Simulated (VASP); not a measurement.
# Al (Fm-3m) in VASP: settings compared, part 2 of 2

VASP 6.6.1.

## 3. Single point, PBEsol+D3(BJ) (volume scaled by 0.92)

The input, INCAR:

```
SYSTEM = Al
ALGO = Normal ; EDIFF = 1E-6
ENCUT = 500 ; GGA = PS
GGA_COMPAT = .FALSE. ; ISIF = 2
ISMEAR = 0 ; IVDW = 12
LASPH = .TRUE. ; LCHARG = .FALSE.
LREAL = .FALSE. ; LWAVE = .FALSE.
NBANDS = 8 ; NELM = 120
PREC = Accurate ; SIGMA = 0.05
```

The input, KPOINTS:

```
k-points
0
G
  11 11 11
  0 0 0
```

The input, POSCAR:

```
Al
1.0
    0.0000000000      1.9693027183      1.9693027183
    1.9693027183      0.0000000000      1.9693027183
    1.9693027183      1.9693027183      0.0000000000
Al
1
Direct
    0.0000000000      0.0000000000      0.0000000000
```

Potentials or basis: VASP PAW PBE potentials, release 64 (Al).

Launch:

```console
> cat potpaw_PBE.64/Al/POTCAR > POTCAR
> mpirun -np 1 vasp_std > vasp.out
```

OUTCAR:

```text
SYSTEM = Al
   EDIFF = 1E-6
   ENCUT = 500
   GGA = PS
   ISIF = 2
   ISMEAR = 0
   IVDW = 12
   LASPH = .TRUE.
   LREAL = .FALSE.
   NELM = 120
   PREC = Accurate
 IVDW          = 12

 ion  position               nearest neighbor table
   1  0.000  0.000  0.000-

  LATTYP: Found a face centered cubic cell.
 ALAT       =     3.9386054366

  Lattice vectors:

 A1 = (   0.0000000000,   1.9693027183,   1.9693027183)
 A2 = (   1.9693027183,   0.0000000000,   1.9693027183)
 A3 = (   1.9693027183,   1.9693027183,   0.0000000000)

Analysis of symmetry for initial positions (statically):
=====================================================================
 Subroutine PRICEL returns:
 Original cell was already a primitive cell.

 Routine SETGRP: Setting up the symmetry group for a
 face centered cubic supercell.

 Subroutine GETGRP returns: Found 48 space group operations
[... 9 lines left out ...]

 Routine SETGRP: Setting up the symmetry group for a
 face centered cubic supercell.

 Subroutine GETGRP returns: Found 48 space group operations
 (whereof 48 operations were pure point group operations)
 out of a pool of 48 trial point group operations.

The dynamic configuration has the point symmetry O_h .
[... 149 lines left out ...]
 fundamental gap:      0.0995469459
 Fermi energy:         8.7730684618

 k-point     1 :       0.0000    0.0000    0.0000
  band No.  band energies     occupation
      1      -2.8968      2.00000
      2      21.8050      0.00000
      3      21.8050      0.00000
      4      21.8050      0.00000
      5      23.9012      0.00000
      6      23.9012      0.00000
      7      23.9012      0.00000
      8      25.8324      0.00000
[... 243 lines left out ...]
 k-point    24 :      -0.1818    0.1818    0.0000
  band No.  band energies     occupation
      1      -0.3988      2.00000
      2      12.7096      0.00000
      3      14.4048      0.00000
      4      21.2706      0.00000
      5      23.3692      0.00000
      6      24.2489      0.00000
      7      25.7839      0.00000
      8      26.7112      0.00000

 [... further k-points ...]

------------------------ aborting loop because EDIFF is reached ----------------------------------------

 Edisp (eV)   -0.34334

 E8    (eV) :    -0.2312

  FORCE on cell =-STRESS in cart. coord.  units (eV):
  Direction    XX          YY          ZZ          XY          YZ          ZX
  --------------------------------------------------------------------------------------
  -------------------------------------------------------------------------------------
  Total       0.18785     0.18785     0.18785    -0.00000    -0.00000     0.00000
  in kB      19.70397    19.70397    19.70397    -0.00000    -0.00000     0.00000
  external pressure =       19.70 kB  Pullay stress =        0.00 kB

 VOLUME and BASIS-vectors are now :
 -----------------------------------------------------------------------------
  energy-cutoff  :      500.00
  volume of cell :       15.27
      direct lattice vectors                 reciprocal lattice vectors
     0.000000000  1.969302718  1.969302718    -0.253896973  0.253896973  0.253896973
     1.969302718  0.000000000  1.969302718     0.253896973 -0.253896973  0.253896973
     1.969302718  1.969302718  0.000000000     0.253896973  0.253896973 -0.253896973

 POSITION                                       TOTAL-FORCE (eV/Angst)
 -----------------------------------------------------------------------------------
      0.00000      0.00000      0.00000        -0.000000      0.000000      0.000000
 -----------------------------------------------------------------------------------
    total drift:                                0.000000      0.000000     -0.000000

  FREE ENERGIE OF THE ION-ELECTRON SYSTEM (eV)
  ---------------------------------------------------
  free  energy   TOTEN  =        -4.4275424764 eV

  energy  without entropy=       -4.4267998352  energy(sigma->0) =       -4.42717116
```

OSZICAR:

```text
N       E                     dE             d eps       ncg     rms          rms(c)
DAV:   1    -0.266675604521E+01   -0.26668E+01   -0.91528E+02   904   0.204E+02
DAV:   2    -0.410791922359E+01   -0.14412E+01   -0.14259E+01  1272   0.191E+01
DAV:   3    -0.411411939901E+01   -0.62002E-02   -0.62002E-02  1168   0.140E+00
DAV:   4    -0.411413271016E+01   -0.13311E-04   -0.13311E-04  1400   0.513E-02
DAV:   5    -0.411413276432E+01   -0.54166E-07   -0.54634E-07  1120   0.166E-03    0.154E+00
DAV:   6    -0.409627091416E+01    0.17862E-01   -0.18134E-03  1256   0.178E-01    0.867E-01
DAV:   7    -0.408421733951E+01    0.12054E-01   -0.50193E-03  1208   0.287E-01    0.187E-01
DAV:   8    -0.408419849968E+01    0.18840E-04   -0.20806E-05  1336   0.298E-02    0.206E-02
DAV:   9    -0.408419795269E+01    0.54699E-06   -0.22550E-07  1248   0.228E-03
   1 F= -.44275425E+01 E0= -.44271712E+01  d E =-.742641E-03
```

stdout:

```text
POSCAR found type information on POSCAR Al
 POSCAR found :  1 types and       1 ions
 scaLAPACK will be used
 -----------------------------------------------------------------------------
|                                                                             |
|                                                                             |
|     You enforced a specific xc type in the INCAR file but a different       |
|     I HOPE YOU KNOW WHAT YOU ARE DOING!                                     |
|                                                                             |
 -----------------------------------------------------------------------------

 LDA part: xc-table for (Slater+PW92), standard interpolation
 POSCAR, INCAR and KPOINTS ok, starting setup
 FFT: planning ... GRIDC
 FFT: planning ... GRID_SOFT
 FFT: planning ... GRID
 WAVECAR not read
 entering main loop
```

Run time: 7.2 s. Hardware: 1 thread of Intel Xeon 8259CL, shared host; peak memory 0.13 GiB.

What came out:

* Free energy: -4.4275 eV
* Pressure: 2.0 GPa
* Dispersion energy per atom: -0.343 eV

Caveat: three body term missing; the PAW data sets were made with another functional, which shifts forces and pressure a little; pairwise dispersion overbinds metals, which lowers pressure and volume.
